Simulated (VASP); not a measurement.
# W (Pm-3n) in VASP: further runs

W is run at these levels: RPBE; tasks: single point, relaxation of cell and atoms.

All numbers are computed with VASP 6.6.1; they aren't measurements. Logs are shortened: lines on timing, memory, paths and dates and some standing lists are left out, and cuts for length are marked.

## Step 1: The cell of the first run

The structure is cubic, space group Pm-3n (No. 223). Conventional cell: a = 5.099 Å, b = 5.099 Å, c = 5.099 Å, α = 90.00°, β = 90.00°, γ = 90.00°. Within 3.8 Å of W (site symmetry m-3) lie 12 W at 2.85 Å. W (site symmetry -4m2) has 14 W at 2.55 to 3.12 Å within 3.4 Å.

## Step 2: Single point, RPBE

Input file INCAR:

```
PREC     = Accurate       # precision mode
ENCUT    = 520            # plane-wave cutoff, eV
EDIFF    = 1E-6           # SCF threshold, eV
ISMEAR   = -1             # smearing method
SIGMA    = 0.1            # smearing width, eV
LREAL    = F              # projectors in reciprocal space
LASPH    = T              # aspherical terms in the spheres
NELM     = 80             # most SCF steps
ALGO     = Normal         # electronic algorithm
ISIF     = 2              # what is computed and relaxed
LWAVE    = F              # write WAVECAR
LCHARG   = T              # write CHGCAR
GGA      = RP             # functional
LELF     = T              # ELF
LVHAR    = T            
NBANDS   = 66             # bands
```

Input file KPOINTS:

```
Automatic mesh
0
Gamma
  7 7 7
```

Input file POSCAR:

```
W
1.0
    5.0990309244      0.0000000000      0.0000000000
    0.0000000000      5.0990309244      0.0000000000
    0.0000000000      0.0000000000      5.0990309244
W
8
Direct
    1.0000000000      1.0000000000      1.0000000000
    0.5000000000      0.5000000000      0.5000000000
    1.0000000000      0.5000000000      0.2500000000
    1.0000000000      0.5000000000      0.7500000000
    0.2500000000      0.0000000000      0.5000000000
    0.7500000000      1.0000000000      0.5000000000
    0.5000000000      0.7500000000      1.0000000000
    0.5000000000      0.2500000000      1.0000000000
```

Potentials or basis: VASP PAW PBE potentials, release 64 (W_sv).

Command:

```bash
$ cat potpaw_PBE.64/W_sv/POTCAR > POTCAR
$ mpirun -np 1 vasp_std > vasp.out
```

OUTCAR:

```text
PREC = Accurate
   ENCUT = 520
   EDIFF = 1E-6
   ISMEAR = -1
   LREAL = F
   LASPH = T
   NELM = 80
   ISIF = 2
   GGA = RP

 ion  position               nearest neighbor table
   1  0.000  0.000  0.000-   3 2.85   4 2.85   5 2.85   6 2.85   7 2.85   8 2.85   5 2.85   6 2.85
                             3 2.85   4 2.85   7 2.85   8 2.85
   2  0.500  0.500  0.500-   3 2.85   4 2.85   5 2.85   6 2.85   7 2.85   8 2.85   7 2.85   8 2.85
                             5 2.85   6 2.85   3 2.85   4 2.85
   3  0.000  0.500  0.250-   4 2.55   4 2.55   1 2.85   2 2.85   1 2.85   2 2.85   8 3.12   5 3.12
                             6 3.12   5 3.12   6 3.12   7 3.12   7 3.12   8 3.12
   4  0.000  0.500  0.750-   3 2.55   3 2.55   1 2.85   2 2.85   1 2.85   2 2.85   8 3.12   5 3.12
                             6 3.12   5 3.12   6 3.12   7 3.12   7 3.12   8 3.12
   5  0.250  0.000  0.500-   6 2.55   6 2.55   1 2.85   1 2.85   2 2.85   2 2.85   8 3.12   4 3.12
                             7 3.12   8 3.12   3 3.12   3 3.12   4 3.12   7 3.12
   6  0.750  0.000  0.500-   5 2.55   5 2.55   1 2.85   1 2.85   2 2.85   2 2.85   8 3.12   4 3.12
                             7 3.12   8 3.12   3 3.12   3 3.12   4 3.12   7 3.12
   7  0.500  0.750  0.000-   8 2.55   8 2.55   1 2.85   2 2.85   2 2.85   1 2.85   3 3.12   4 3.12
                             5 3.12   6 3.12   5 3.12   6 3.12   3 3.12   4 3.12
   8  0.500  0.250  0.000-   7 2.55   7 2.55   1 2.85   2 2.85   2 2.85   1 2.85   3 3.12   4 3.12
                             5 3.12   6 3.12   5 3.12   6 3.12   3 3.12   4 3.12

  LATTYP: Found a simple cubic cell.
 ALAT       =     5.0990309244

  Lattice vectors:

 A1 = (   5.0990309244,   0.0000000000,   0.0000000000)
 A2 = (   0.0000000000,   5.0990309244,   0.0000000000)
 A3 = (   0.0000000000,   0.0000000000,   5.0990309244)

Analysis of symmetry for initial positions (statically):
=====================================================================
 Subroutine PRICEL returns:
 Original cell was already a primitive cell.

 Routine SETGRP: Setting up the symmetry group for a
 simple cubic supercell.

 Subroutine GETGRP returns: Found 48 space group operations
 (whereof 24 operations were pure point group operations)
 out of a pool of 48 trial point group operations.

The static configuration has the point symmetry T_h .
 The point group associated with its full space group is O_h .

Analysis of symmetry for dynamics (positions and initial velocities):
=====================================================================
 Subroutine PRICEL returns:
 Original cell was already a primitive cell.

 Routine SETGRP: Setting up the symmetry group for a
 simple cubic supercell.

 Subroutine GETGRP returns: Found 48 space group operations
 (whereof 24 operations were pure point group operations)
 out of a pool of 48 trial point group operations.

The dynamic configuration has the point symmetry T_h .
 The point group associated with its full space group is O_h .

 Subroutine INISYM returns: Found 48 space group operations
 (whereof 24 operations are pure point group operations),
 and found     1 'primitive' translations

----------------------------------------------------------------------------------------

                                     Primitive cell

  volume of cell :     132.5754

  direct lattice vectors                    reciprocal lattice vectors
     5.099030924  0.000000000  0.000000000     0.196115696  0.000000000  0.000000000
     0.000000000  5.099030924  0.000000000     0.000000000  0.196115696  0.000000000
     0.000000000  0.000000000  5.099030924     0.000000000  0.000000000  0.196115696

  length of vectors
     5.099030924  5.099030924  5.099030924     0.196115696  0.196115696  0.196115696

  position of ions in fractional coordinates (direct lattice)
     0.000000000  0.000000000  0.000000000
     0.500000000  0.500000000  0.500000000
     0.000000000  0.500000000  0.250000000
     0.000000000  0.500000000  0.750000000
     0.250000000  0.000000000  0.500000000
     0.750000000  0.000000000  0.500000000
     0.500000000  0.750000000  0.000000000
     0.500000000  0.250000000  0.000000000

  ion indices of the primitive-cell ions
   primitive index   ion index
                 1           1
                 2           2
                 3           3
                 4           4
                 5           5
                 6           6
                 7           7
                 8           8

----------------------------------------------------------------------------------------

 KPOINTS: Automatic mesh

Automatic generation of k-mesh.
 Grid dimensions read from file:
 generate k-points for:    7    7    7

 Generating k-lattice:

  Cartesian coordinates                     Fractional coordinates (reciprocal lattice)
     0.028016528  0.000000000  0.000000000     0.142857143  0.000000000  0.000000000
     0.000000000  0.028016528  0.000000000     0.000000000  0.142857143  0.000000000
     0.000000000  0.000000000  0.028016528     0.000000000  0.000000000  0.142857143

  Length of vectors
     0.028016528  0.028016528  0.028016528

  Shift w.r.t. Gamma in fractional coordinates (k-lattice)
     0.000000000  0.000000000  0.000000000

 Subroutine IBZKPT returns following result:
 ===========================================

 Found     20 irreducible k-points:

 Following reciprocal coordinates:
            Coordinates               Weight
  0.000000  0.000000  0.000000      1.000000
  0.142857  0.000000  0.000000      6.000000
  0.285714  0.000000  0.000000      6.000000
  0.428571  0.000000  0.000000      6.000000
  0.142857  0.142857  0.000000     12.000000
  0.285714  0.142857  0.000000     24.000000
[... 12 lines left out ...]
  0.428571  0.428571  0.285714     24.000000
  0.428571  0.428571  0.428571      8.000000
   k-points           NKPTS =     20   k-points in BZ     NKDIM =     20   number of bands    NBANDS=     66
   number of dos      NEDOS =    301   number of ions     NIONS =      8
   total plane-waves  NPLWV =  64000
   dimension x,y,z NGX =    40 NGY =   40 NGZ =   40
   dimension x,y,z NGXF=    80 NGYF=   80 NGZF=   80
   ions per type =               8
   NGX,Y,Z   is equivalent  to a cutoff of  13.04, 13.04, 13.04 a.u.
   NGXF,Y,Z  is equivalent  to a cutoff of  26.08, 26.08, 26.08 a.u.
 SYSTEM =  unknown system
   PREC   = accura    normal or accurate (medium, high low for compatibility)
   ISTART =      0    job   : 0-new  1-cont  2-samecut
   ICHARG =      2    charge: 1-file 2-atom 10-const
   ISPIN  =      1    spin polarized calculation?
   LNONCOLLINEAR =      F non collinear calculations
   LSORBIT =      F    spin-orbit coupling
   LASPH  =      T    aspherical Exc in radial PAW
   ENCUT  =  520.0 eV  38.22 Ry    6.18 a.u.   9.48  9.48  9.48*2*pi/ulx,y,z
   NELM   =     80;   NELMIN=  2; NELMDL= -5     # of ELM steps
   EDIFF  = 0.1E-05   stopping-criterion for ELM
   LREAL  =      F    real-space projection
   EDIFFG = 0.1E-04   stopping-criterion for IOM
   NSW    =      0    number of steps for IOM
   IBRION =     -1    ionic relax: 0-MD 1-quasi-New 2-CG
   NFREE  =      0    steps in history (QN), initial steepest desc. (CG)
   ISIF   =      2    stress and relaxation
   ISYM   =      2    0-nonsym 1-usesym 2-fastsym
   POTIM  = 0.5000    time-step for ionic-motion
   TEBEG  =    0.0;   TEEND  =   0.0 temperature during run
   PSTRESS=    0.0 pullay stress
   NELECT =     112.0000    total number of electrons
   NUPDOWN=      -1.0000    fix difference up-down
   EMIN   =  10.00;   EMAX   =-10.00  energy-range for DOS
   EFERMI =   0.00;   METHOD = LEGACY
   ISMEAR =    -1;   SIGMA  =   0.10  broadening in eV -4-tet -1-fermi 0-gaus
   EFERMI_NEDOS =   21; number of points for ismear=-14 and -15
   IALGO  =     38    algorithm
   IMIX   =      4    mixing-type and parameters
     AMIX     =   0.40;   BMIX     =  1.00
     AMIX_MAG =   1.60;   BMIX_MAG =  1.00
  volume/ion in A,a.u.               =      16.57       111.83
  Fermi-wavevector in a.u.,A,eV,Ry     =   1.547604  2.924548 32.587019  2.395078
  Thomas-Fermi vector in A             =   2.652674
   LORBIT       =      0    0 simple, 1 ext, 2 COOP (PROOUT), +10 PAW based schemes
   GGA     = RP    functional components
   LHFCALC =     F    Hartree Fock is set to
   AEXX    =    0.0000 exact exchange contribution
   IVDW    =     0    specifies the selected vdW correction
   LEPSILON=     F    determine dielectric tensor
   LRPA    =     F    only Hartree local field effects (RPA)
 non-spin polarized calculation
  energy-cutoff  :      520.00
  volume of cell :      132.58
 maximum number of plane-waves:      3596
 NGX is ok and might be reduce to    40
   NGX = 19   NGY = 19   NGZ = 19

 number of electron     112.0000005 magnetization

 Free energy of the ion-electron system (eV)
  ---------------------------------------------------
  ext. energy  EPLUGINS =         0.00000000
  ---------------------------------------------------
  free energy    TOTEN  =       -98.56192238 eV

  energy without entropy =      -98.46025849  energy(sigma->0) =      -98.51109043

 E-fermi :  10.6477     XC(G=0): -13.3219

 val. band max:       10.5437033126   @ k =   0.4286   0.2857   0.0000
 cond. band min:      10.6541278154   @ k =   0.4286   0.4286   0.2857
 fundamental gap:      0.1104245028
 Fermi energy:        10.6476861389

 k-point     1 :       0.0000    0.0000    0.0000
  band No.  band energies     occupation
      1     -63.4249      2.00000
      2     -63.3844      2.00000
      3     -63.3844      2.00000
      4     -63.2562      2.00000
      5     -63.2562      2.00000
      6     -63.2562      2.00000
[... 58 lines left out ...]
     65      12.4533      0.00000
     66      13.5702      0.00000

 k-point     2 :       0.1429    0.0000    0.0000
  band No.  band energies     occupation
      1     -63.4211      2.00000
      2     -63.3855      2.00000
      3     -63.3796      2.00000
      4     -63.2634      2.00000
      5     -63.2563      2.00000
      6     -63.2563      2.00000
[... 1300 lines left out ...]
     65      13.3246      0.00000
     66      13.3366      0.00000

------------------------ aborting loop because EDIFF is reached ----------------------------------------

  FORCE on cell =-STRESS in cart. coord.  units (eV):
  Direction    XX          YY          ZZ          XY          YZ          ZX
  --------------------------------------------------------------------------------------
  -------------------------------------------------------------------------------------
  Total        0.5988476      0.5988476      0.5988476      0.0000000     -0.0000000      0.0000000
  in kB        7.2370900      7.2370900      7.2370900      0.0000000     -0.0000000      0.0000000
  external PRESSURE =       7.2370900 kB  Pullay stress =       0.0000000 kB

 VOLUME and BASIS-vectors are now :
 -----------------------------------------------------------------------------
  energy-cutoff  :      520.00
  volume of cell :      132.58
      direct lattice vectors                 reciprocal lattice vectors
     5.099030924  0.000000000  0.000000000     0.196115696  0.000000000  0.000000000
     0.000000000  5.099030924  0.000000000     0.000000000  0.196115696  0.000000000
     0.000000000  0.000000000  5.099030924     0.000000000  0.000000000  0.196115696

 POSITION                                       TOTAL-FORCE (eV/Angst)
 -----------------------------------------------------------------------------------
      0.00000      0.00000      0.00000         0.000000      0.000000     -0.000000
      2.54952      2.54952      2.54952         0.000000      0.000000     -0.000000
      0.00000      2.54952      1.27476        -0.000000      0.000000     -0.000000
      0.00000      2.54952      3.82427         0.000000     -0.000000      0.000000
      1.27476      0.00000      2.54952        -0.000000     -0.000000      0.000000
      3.82427      0.00000      2.54952         0.000000      0.000000      0.000000
      2.54952      3.82427      0.00000        -0.000000      0.000000     -0.000000
      2.54952      1.27476      0.00000        -0.000000      0.000000     -0.000000
 -----------------------------------------------------------------------------------
    total drift:                               -0.000000     -0.000000      0.000000

  FREE ENERGIE OF THE ION-ELECTRON SYSTEM (eV)
  ---------------------------------------------------
  free  energy   TOTEN  =       -98.5619223753 eV

  energy  without entropy=      -98.4602584918  energy(sigma->0) =      -98.51109043
```

Wall time 83 s (1 thread of Intel Xeon 6975P-C (Granite Rapids), shared host); peak memory 0.31 GiB.

Results:

```
Free energy            : -98.5619 eV
Pressure               : 0.7 GPa
Band gap on the k mesh : zero (bands 56 and 57 overlap by 0.60 eV)
```

Caveat: the PAW data sets were made with another functional, which shifts forces and pressure a little; spin-orbit coupling is left out, which moves the levels of the heavy elements.

## Step 3: Relaxation of cell and atoms, RPBE

This run uses another cell than the first one, of 16.42 Å³/atom.

Input file INCAR:

```
PREC = Accurate
ENCUT = 600
EDIFF = 1E-6
ISMEAR = -1
SIGMA = 0.1
LREAL = F
LASPH = T
NELM = 60
ALGO = Normal
ISIF = 3
LWAVE = F
LCHARG = F
GGA = RP
IBRION = 2
NSW = 80
EDIFFG = -0.01
```

Input file KPOINTS:

```
Automatic mesh
0
Gamma
  5 5 5
```

Input file POSCAR:

```
W
1.0
    5.0830000000      0.0000000000      0.0000000000
    0.0000000000      5.0830000000      0.0000000000
    0.0000000000      0.0000000000      5.0830000000
W
8
Direct
    0.0000000000      0.0000000000      0.0000000000
    0.5000000000      0.5000000000      0.5000000000
    0.0000000000      0.5000000000      0.2500000000
    0.0000000000      0.5000000000      0.7500000000
    0.2500000000      0.0000000000      0.5000000000
    0.7500000000      0.0000000000      0.5000000000
    0.5000000000      0.7500000000      0.0000000000
    0.5000000000      0.2500000000      0.0000000000
```

Potentials or basis: VASP PAW PBE potentials, release 64 (W_sv).

Command:

```bash
$ cat potpaw_PBE.64/W_sv/POTCAR > POTCAR
$ mpirun -np 1 vasp_std > vasp.out
```

Wall time 2.5 min (1 thread of Intel Xeon 6975P-C (Granite Rapids), shared host); peak memory 0.29 GiB.

It converged, with:

```
Free energy                           : -98.5704 eV
Relaxed volume                        : 16.61 Å³/atom
Relaxed cell                          : a = 5.103 Å, b = 5.103 Å, c = 5.103 Å, α = 90.00°, β = 90.00°, γ = 90.00°
Space group after relaxing (to 0.1 Å) : Pm-3n (No. 223)
Energy gained by relaxing             : 2.0 meV/atom
Ionic steps                           : 3
Pressure after relaxing               : 0.0 GPa
Band gap on the k mesh                : zero (bands 56 and 57 overlap by 0.46 eV)
```

Step by step:
```tsv
step	energy change (eV)	largest force (eV/Å)	pressure (GPa)	volume (Å³)
1	0.0000	0.0000	3.38	131.33
2	0.1547	0.0000	-10.18	138.01
3	-0.0156	0.0000	-0.05	132.86
```

Final structure:
```
W
1.0
     5.10265    0.00000    0.00000
     0.00000    5.10265    0.00000
     0.00000    0.00000    5.10265
W
8
Direct
  0.00000 0.00000 0.00000
  0.50000 0.50000 0.50000
  0.00000 0.50000 0.25000
  0.00000 0.50000 0.75000
  0.25000 0.00000 0.50000
  0.75000 0.00000 0.50000
  0.50000 0.75000 0.00000
  0.50000 0.25000 0.00000
```

Levels at points of the mesh, in eV from the Fermi level:
```csv
k point,band 54,band 55,band 56,band 57,band 58,band 59
"(0.00, 0.00, 0.00)",-1.37,-0.39,-0.39,-0.39,1.65,1.65
```

Caveat: the PAW data sets were made with another functional, which shifts forces and pressure a little; spin-orbit coupling is left out, which moves the levels of the heavy elements. Zero-point motion and thermal expansion aren't in these numbers.

The gap in the log of VASP goes by the Fermi energy; the results here count the filled bands.